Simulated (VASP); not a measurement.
# Cl (Pm-3m) in VASP: further runs

Runs on Cl. Level: PBE. Tasks: single point.

Program: VASP 6.6.1. These are calculated values, not measurements. Logs are shortened: lines on timing, memory, paths and dates and some standing lists are left out, and cuts for length are marked.

### 1 The cell of the first run

Symmetry: Pm-3m, No. 221, cubic system. The conventional cell has a = 2.349 Å, b = 2.349 Å, c = 2.349 Å, α = 90.00°, β = 90.00°, γ = 90.00°. Cl (site symmetry m-3m) has 6 Cl at 2.35 Å within 3.1 Å.

### 2 Single point, PBE (volume scaled by 0.55)

The input, INCAR:

```
PREC = Accurate ; ENCUT = 520
EDIFF = 1E-6 ; ISMEAR = -1
SIGMA = 0.1 ; LREAL = F
LASPH = T ; NELM = 100
ALGO = Normal ; ISIF = 2
LWAVE = F ; LCHARG = F
GGA = PE ; NBANDS = 10
```

The input, KPOINTS:

```
regular mesh
0
Gamma
  15 15 15
```

The input, POSCAR:

```
Cl
1.0
    2.3489070547      0.0000000000      0.0000000000
    0.0000000000      2.3489070547      0.0000000000
    0.0000000000      0.0000000000      2.3489070547
Cl
1
Direct
    0.0000000000      0.0000000000      0.0000000000
```

Potentials or basis: VASP PAW PBE potentials, release 64 (Cl).

Run with:

```sh
$ cat potpaw_PBE.64/Cl/POTCAR > POTCAR
$ mpirun -np 1 vasp_std > vasp.out
```

OUTCAR:

```text
PREC = Accurate
   ENCUT = 520
   EDIFF = 1E-6
   ISMEAR = -1
   LREAL = F
   LASPH = T
   NELM = 100
   ISIF = 2
   GGA = PE

 ion  position               nearest neighbor table
   1  0.000  0.000  0.000-

  LATTYP: Found a simple cubic cell.
 ALAT       =     2.3489070547

  Lattice vectors:

 A1 = (   2.3489070547,   0.0000000000,   0.0000000000)
 A2 = (   0.0000000000,   2.3489070547,   0.0000000000)
 A3 = (   0.0000000000,   0.0000000000,   2.3489070547)

Analysis of symmetry for initial positions (statically):
=====================================================================
 Subroutine PRICEL returns:
 Original cell was already a primitive cell.

 Routine SETGRP: Setting up the symmetry group for a
 simple cubic supercell.

 Subroutine GETGRP returns: Found 48 space group operations
 (whereof 48 operations were pure point group operations)
 out of a pool of 48 trial point group operations.

The static configuration has the point symmetry O_h .

Analysis of symmetry for dynamics (positions and initial velocities):
=====================================================================
 Subroutine PRICEL returns:
 Original cell was already a primitive cell.

 Routine SETGRP: Setting up the symmetry group for a
 simple cubic supercell.

 Subroutine GETGRP returns: Found 48 space group operations
 (whereof 48 operations were pure point group operations)
 out of a pool of 48 trial point group operations.

The dynamic configuration has the point symmetry O_h .

 Subroutine INISYM returns: Found 48 space group operations
 (whereof 48 operations are pure point group operations),
 and found     1 'primitive' translations

----------------------------------------------------------------------------------------

                                     Primitive cell

  volume of cell :      12.9598

  direct lattice vectors                    reciprocal lattice vectors
     2.348907055  0.000000000  0.000000000     0.425729915  0.000000000  0.000000000
     0.000000000  2.348907055  0.000000000     0.000000000  0.425729915  0.000000000
     0.000000000  0.000000000  2.348907055     0.000000000  0.000000000  0.425729915

  length of vectors
     2.348907055  2.348907055  2.348907055     0.425729915  0.425729915  0.425729915

  position of ions in fractional coordinates (direct lattice)
     0.000000000  0.000000000  0.000000000

  ion indices of the primitive-cell ions
   primitive index   ion index
                 1           1

----------------------------------------------------------------------------------------

 KPOINTS: regular mesh

Automatic generation of k-mesh.
 Grid dimensions read from file:
 generate k-points for:   15   15   15

 Generating k-lattice:

  Cartesian coordinates                     Fractional coordinates (reciprocal lattice)
     0.028381994  0.000000000  0.000000000     0.066666667  0.000000000  0.000000000
     0.000000000  0.028381994  0.000000000     0.000000000  0.066666667  0.000000000
     0.000000000  0.000000000  0.028381994     0.000000000  0.000000000  0.066666667

  Length of vectors
     0.028381994  0.028381994  0.028381994

  Shift w.r.t. Gamma in fractional coordinates (k-lattice)
     0.000000000  0.000000000  0.000000000

 Subroutine IBZKPT returns following result:
 ===========================================

 Found    120 irreducible k-points:

 Following reciprocal coordinates:
            Coordinates               Weight
  0.000000  0.000000  0.000000      1.000000
  0.066667  0.000000  0.000000      6.000000
  0.133333  0.000000  0.000000      6.000000
  0.200000  0.000000  0.000000      6.000000
  0.266667  0.000000  0.000000      6.000000
  0.333333  0.000000  0.000000      6.000000
[... 16 lines left out ...]
  0.266667  0.200000  0.000000     24.000000
  0.333333  0.200000  0.000000     24.000000
 [... further k-points ...]
   k-points           NKPTS =    120   k-points in BZ     NKDIM =    120   number of bands    NBANDS=     10
   number of dos      NEDOS =    301   number of ions     NIONS =      1
   total plane-waves  NPLWV =   5832
   dimension x,y,z NGX =    18 NGY =   18 NGZ =   18
   dimension x,y,z NGXF=    36 NGYF=   36 NGZF=   36
   ions per type =               1
   NGX,Y,Z   is equivalent  to a cutoff of  12.74, 12.74, 12.74 a.u.
   NGXF,Y,Z  is equivalent  to a cutoff of  25.48, 25.48, 25.48 a.u.
 SYSTEM =  unknown system
   PREC   = accura    normal or accurate (medium, high low for compatibility)
   ISTART =      0    job   : 0-new  1-cont  2-samecut
   ICHARG =      2    charge: 1-file 2-atom 10-const
   ISPIN  =      1    spin polarized calculation?
   LNONCOLLINEAR =      F non collinear calculations
   LSORBIT =      F    spin-orbit coupling
   LASPH  =      T    aspherical Exc in radial PAW
   ENCUT  =  520.0 eV  38.22 Ry    6.18 a.u.   4.37  4.37  4.37*2*pi/ulx,y,z
   NELM   =    100;   NELMIN=  2; NELMDL= -5     # of ELM steps
   EDIFF  = 0.1E-05   stopping-criterion for ELM
   LREAL  =      F    real-space projection
   EDIFFG = 0.1E-04   stopping-criterion for IOM
   NSW    =      0    number of steps for IOM
   IBRION =     -1    ionic relax: 0-MD 1-quasi-New 2-CG
   NFREE  =      0    steps in history (QN), initial steepest desc. (CG)
   ISIF   =      2    stress and relaxation
   ISYM   =      2    0-nonsym 1-usesym 2-fastsym
   POTIM  = 0.5000    time-step for ionic-motion
   TEBEG  =    0.0;   TEEND  =   0.0 temperature during run
   PSTRESS=    0.0 pullay stress
   NELECT =       7.0000    total number of electrons
   NUPDOWN=      -1.0000    fix difference up-down
   EMIN   =  10.00;   EMAX   =-10.00  energy-range for DOS
   EFERMI =   0.00;   METHOD = LEGACY
   ISMEAR =    -1;   SIGMA  =   0.10  broadening in eV -4-tet -1-fermi 0-gaus
   EFERMI_NEDOS =   21; number of points for ismear=-14 and -15
   IALGO  =     38    algorithm
   IMIX   =      4    mixing-type and parameters
     AMIX     =   0.40;   BMIX     =  1.00
     AMIX_MAG =   1.60;   BMIX_MAG =  1.00
  volume/ion in A,a.u.               =      12.96        87.46
  Fermi-wavevector in a.u.,A,eV,Ry     =   1.333240  2.519458 24.184750  1.777529
  Thomas-Fermi vector in A             =   2.462113
   LORBIT       =      0    0 simple, 1 ext, 2 COOP (PROOUT), +10 PAW based schemes
   GGA     = PE    functional components
   LHFCALC =     F    Hartree Fock is set to
   AEXX    =    0.0000 exact exchange contribution
   IVDW    =     0    specifies the selected vdW correction
   LEPSILON=     F    determine dielectric tensor
   LRPA    =     F    only Hartree local field effects (RPA)
 non-spin polarized calculation
  energy-cutoff  :      520.00
  volume of cell :       12.96
 maximum number of plane-waves:       365
 NGX is ok and might be reduce to    18
   NGX =  9   NGY =  9   NGZ =  9

 number of electron       6.9999997 magnetization

 Free energy of the ion-electron system (eV)
  ---------------------------------------------------
  ext. energy  EPLUGINS =         0.00000000
  ---------------------------------------------------
  free energy    TOTEN  =         0.41554267 eV

  energy without entropy =        0.43226775  energy(sigma->0) =        0.42390521

 E-fermi :  10.7555     XC(G=0): -11.8722

 val. band max:       10.7524100893   @ k =   0.1333   0.1333   0.0000
 cond. band min:      10.7939104739   @ k =   0.2000   0.0000   0.0000
 fundamental gap:      0.0415003846
 Fermi energy:        10.7555285519

 k-point     1 :       0.0000    0.0000    0.0000
  band No.  band energies     occupation
      1     -11.4474      2.00000
      2      10.2745      1.98385
      3      10.2745      1.98385
      4      10.2745      1.98385
      5      17.7903      0.00000
      6      17.7903      0.00000
      7      21.5279      0.00000
      8      35.0766      0.00000
      9      35.0766      0.00000
     10      35.0766      0.00000

 k-point     2 :       0.0667    0.0000    0.0000
  band No.  band energies     occupation
      1     -11.3537      2.00000
      2       9.3899      2.00000
      3      10.3359      1.97034
      4      10.3359      1.97034
      5      17.8709      0.00000
      6      18.5797      0.00000
      7      21.8644      0.00000
      8      34.2639      0.00000
      9      34.2639      0.00000
     10      35.1271      0.00000

 k-point     3 :       0.1333    0.0000    0.0000
  band No.  band energies     occupation
      1     -11.0760      2.00000
      2       7.4936      2.00000
      3      10.5148      1.83483
      4      10.5148      1.83483
      5      18.1068      0.00000
      6      19.9336      0.00000
      7      23.0963      0.00000
      8      32.5147      0.00000
      9      32.5147      0.00000
     10      35.2723      0.00000

 k-point     4 :       0.2000    0.0000    0.0000
  band No.  band energies     occupation
      1     -10.6263      2.00000
      2       5.3716      2.00000
      3      10.7939      0.81041
      4      10.7939      0.81041
      5      18.4796      0.00000
      6      20.9651      0.00000
      7      25.1841      0.00000
      8      30.5857      0.00000
      9      30.5857      0.00000
     10      35.4947      0.00000
[... 222 lines left out ...]
 k-point    22 :       0.2000    0.2000    0.0000
  band No.  band energies     occupation
      1      -9.8075      2.00000
      2       5.7651      2.00000
      3       6.3166      2.00000
      4      11.3005      0.00856
      5      20.4011      0.00000
      6      23.3504      0.00000
      7      25.4059      0.00000
      8      28.7477      0.00000
      9      30.7407      0.00000
     10      31.6531      0.00000

 k-point    23 :       0.2667    0.2000    0.0000
  band No.  band energies     occupation
      1      -9.2134      2.00000
      2       3.9920      2.00000
      3       6.5280      2.00000
      4      11.6384      0.00029
      5      20.8413      0.00000
      6      22.0941      0.00000
      7      26.9404      0.00000
      8      29.3475      0.00000
      9      29.7443      0.00000
     10      31.6690      0.00000

 k-point    24 :       0.3333    0.2000    0.0000
  band No.  band energies     occupation
      1      -8.5261      2.00000
      2       2.2077      2.00000
      3       7.0090      2.00000
      4      11.9932      0.00001
      5      20.1755      0.00000
      6      21.9598      0.00000
      7      27.8212      0.00000
      8      27.9185      0.00000
      9      30.8223      0.00000
     10      32.0236      0.00000

 [... further k-points ...]
[... 5 lines left out ...]
  --------------------------------------------------------------------------------------
  -------------------------------------------------------------------------------------
  Total        6.9236126      6.9236126      6.9236126     -0.0000000      0.0000000     -0.0000000
  in kB      855.9449773    855.9449773    855.9449773     -0.0000000      0.0000000     -0.0000000
  external PRESSURE =     855.9449773 kB  Pullay stress =       0.0000000 kB

 VOLUME and BASIS-vectors are now :
 -----------------------------------------------------------------------------
  energy-cutoff  :      520.00
  volume of cell :       12.96
      direct lattice vectors                 reciprocal lattice vectors
     2.348907055  0.000000000  0.000000000     0.425729915  0.000000000  0.000000000
     0.000000000  2.348907055  0.000000000     0.000000000  0.425729915  0.000000000
     0.000000000  0.000000000  2.348907055     0.000000000  0.000000000  0.425729915

 POSITION                                       TOTAL-FORCE (eV/Angst)
 -----------------------------------------------------------------------------------
      0.00000      0.00000      0.00000         0.000000      0.000000      0.000000
 -----------------------------------------------------------------------------------
    total drift:                                0.000000     -0.000000     -0.000000

  FREE ENERGIE OF THE ION-ELECTRON SYSTEM (eV)
  ---------------------------------------------------
  free  energy   TOTEN  =         0.4155426672 eV

  energy  without entropy=        0.4322677472  energy(sigma->0) =        0.42390521
```

It took 16 s on 1 thread of AMD EPYC 7R13, shared host; peak memory 0.09 GiB.

What came out:

```
Free energy : 0.4155 eV
Pressure    : 85.6 GPa
```

Levels at points of the mesh, in eV from the Fermi level:
```csv
k point,band 2,band 3,band 4,band 5,band 6,band 7
"(0.00, 0.00, 0.00)",-0.48,-0.48,-0.48,7.03,7.03,10.77
```

Caveat: an odd number of electrons without spin polarisation forces a metal; a magnetic or distorted state may lie lower.

### 3 Single point, PBE (volume scaled by 0.65)

The input, INCAR:

```
SYSTEM = Cl
  PREC = Accurate
  ENCUT = 520
  EDIFF = 1E-6
  ISMEAR = -1
  SIGMA = 0.1
  LREAL = .FALSE.
  LASPH = .TRUE.
  NELM = 100
  ALGO = Normal
  ISIF = 2
  LWAVE = .FALSE.
  LCHARG = .FALSE.
  GGA = PE
  NBANDS = 10
```

The input, KPOINTS:

```
regular mesh
0
G
  15 15 15
  0 0 0
```

The input, POSCAR:

```
Cl
1.0
    2.4834155033      0.0000000000      0.0000000000
    0.0000000000      2.4834155033      0.0000000000
    0.0000000000      0.0000000000      2.4834155033
Cl
1
Direct
    0.0000000000      0.0000000000      0.0000000000
```

Potentials or basis: VASP PAW PBE potentials, release 64 (Cl).

Run with:

```sh
$ cat potpaw_PBE.64/Cl/POTCAR > POTCAR
$ mpirun -np 1 vasp_std > vasp.out
```

Run time: 17 s. Hardware: 1 thread of AMD EPYC 7R13, shared host; peak memory 0.09 GiB.

It converged, with:

```yaml
Free_energy: -0.4863 eV
Pressure: 41.9 GPa
```

Levels at points of the mesh, in eV from the Fermi level:
```csv
k point,band 2,band 3,band 4,band 5,band 6,band 7
"(0.00, 0.00, 0.00)",-0.34,-0.34,-0.34,8.22,8.22,9.85
```

Caveat: an odd number of electrons without spin polarisation forces a metal; a magnetic or distorted state may lie lower.

### 4 Single point, PBE (volume scaled by 0.65)

The input, INCAR:

```
  ALGO = Normal
  EDIFF = 1E-7
  ENCUT = 520
  GGA = PE
  ISIF = 2
  ISMEAR = -1
  LASPH = T
  LCHARG = F
  LREAL = F
  LWAVE = F
  NBANDS = 10
  NELM = 100
  PREC = Accurate
  SIGMA = 0.1
```

The input, KPOINTS:

```
k-points
0
Gamma
  15 15 15
```

POSCAR is that of step 3.

Run with:

```sh
$ cat potpaw_PBE.64/Cl/POTCAR > POTCAR
$ mpirun -np 1 vasp_std > vasp.out
```

Wall time 20 s (1 thread of AMD EPYC 7R13, shared host); peak memory 0.09 GiB.

The run converged. Its results:

| Property | Result |
| --- | --- |
| Free energy | -0.4863 eV |
| Pressure | 41.9 GPa |

Levels at points of the mesh, in eV from the Fermi level:
```
           k point  band 2  band 3  band 4  band 5  band 6  band 7
(0.00, 0.00, 0.00)   -0.34   -0.34   -0.34    8.22    8.22    9.85
```

Caveat: an odd number of electrons without spin polarisation forces a metal; a magnetic or distorted state may lie lower.
